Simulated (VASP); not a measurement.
The system is Al4Cd.

```
Al Cd
1.0
     0.00000    3.02857    3.02857
     3.02857    0.00000    3.02857
     3.02857    3.02857    0.00000
Al Cd
4 1
Direct
  0.86624 0.86624 0.86624
  0.86624 0.86624 0.40129
  0.86624 0.40129 0.86624
  0.40129 0.86624 0.86624
  0.25000 0.25000 0.25000
```

| Item | Value |
| --- | --- |
| Program | VASP 6.6.1 |
| Task | relaxation of cell and atoms |
| Functional | PBE |
| Potentials or basis | VASP PAW PBE potentials, release 64 (Al, Cd) |
| Cutoff | 600 eV |
| k mesh | 6 × 6 × 6 |
| Occupations | gaussian, width 0.1 eV |
| Spin | no spin polarisation |

At the start: pressure 165.5 GPa; volume 11.11 Å³/atom.

Problem. How do energy, volume and symmetry change on relaxing?

Solution. Over 18 steps the energy falls by 3408.8 meV/atom and the volume is 22.51 Å³/atom (+102.6 %); space group F-43m (No. 216, to 0.05 Å).

The path:
```csv
step,energy change (eV),largest force (eV/Å),pressure (GPa),volume (Å³)
1,0.0000,10.4710,165.51,55.56
2,-9.5752,6.4589,3.85,208.40
3,-9.8645,6.5121,4.42,199.82
4,-10.0881,6.5759,4.79,192.98
5,-12.2356,8.5468,11.64,122.25
6,-14.1023,0.0745,-7.41,190.55
7,-15.3031,1.3108,-5.19,154.64
8,-15.3163,1.4616,-4.88,152.77
9,-15.3193,1.6787,-4.43,150.35
10,-16.1188,1.7004,-3.79,133.81
11,-15.4448,0.4913,16.96,91.56
12,-16.7037,1.6758,-0.50,116.64
13,-16.7835,0.9321,6.52,101.90
14,-16.8441,1.3318,3.08,107.60
15,-16.9993,0.6015,1.36,110.15
16,-17.0279,0.0701,1.57,109.40
17,-17.0436,0.0485,-0.09,112.87
18,-17.0438,0.0393,0.06,112.57
```

Final structure:
```xyz
5
Lattice="0.0000 3.8324 3.8324 3.8324 0.0000 3.8324 3.8324 3.8324 0.0000" Properties=species:S:1:pos:R:3 pbc="T T T"
Al    6.7009    6.7009    6.7009
Al    4.7963    4.7963    6.7009
Al    4.7963    6.7009    4.7963
Al    6.7009    4.7963    4.7963
Cd    1.9162    1.9162    1.9162
```

Caveat: the volume moved by over 15 % at a fixed basis, so the end points are rough.
